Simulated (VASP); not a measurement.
Wanted: the native input for a VASP 6.6.1 run.

- Task: single point
- Functional: PBE
- Potentials or basis: VASP PAW PBE potentials, release 64 (Se)
- Cutoff: 500 eV
- k mesh: 11 × 11 × 11
- Occupations: methfessel-paxton, width 0.1 eV
- Spin: no spin polarisation
- Dipole correction: no
- Further INCAR settings: ALGO = Normal; EDIFF = 1e-06; NBANDS = 9

The structure of Se lies in POSCAR:

```
Se
1.0
    1.9871392223      1.1472750880      0.9101273126
   -1.9871392223      1.1472750880      0.9101273126
    0.0000000000     -2.2945512084      0.9101273126
Se
1
Direct
    0.0000000000      0.0000000000      0.0000000000
```

The input as run:

INCAR

```
SYSTEM = Se
  PREC = Accurate
  ENCUT = 500
  EDIFF = 1E-6
  ISMEAR = 1
  SIGMA = 0.1
  LREAL = .False.
  LASPH = .True.
  NELM = 120
  ALGO = Normal
  ISIF = 2
  LWAVE = .False.
  LCHARG = .False.
  GGA = PE
  NBANDS = 9
  GGA_COMPAT = .False.
```

KPOINTS

```
regular mesh
0
Gamma
  11 11 11
  0 0 0
```

Potentials or basis: VASP PAW PBE potentials, release 64 (Se).

The run is started by

```bash
$ cat potpaw_PBE.64/Se/POTCAR > POTCAR
$ mpirun -np 1 vasp_std > vasp.out
```

It gave:

The pressure is 110.1 GPa and the band gap on the k mesh is zero (bands 3 and 4 overlap by 13.06 eV).

Caveat: the cell stands under pressure.

It took 11 s on 1 thread of Intel Xeon 8259CL (shared host), peak memory 0.1 GiB.
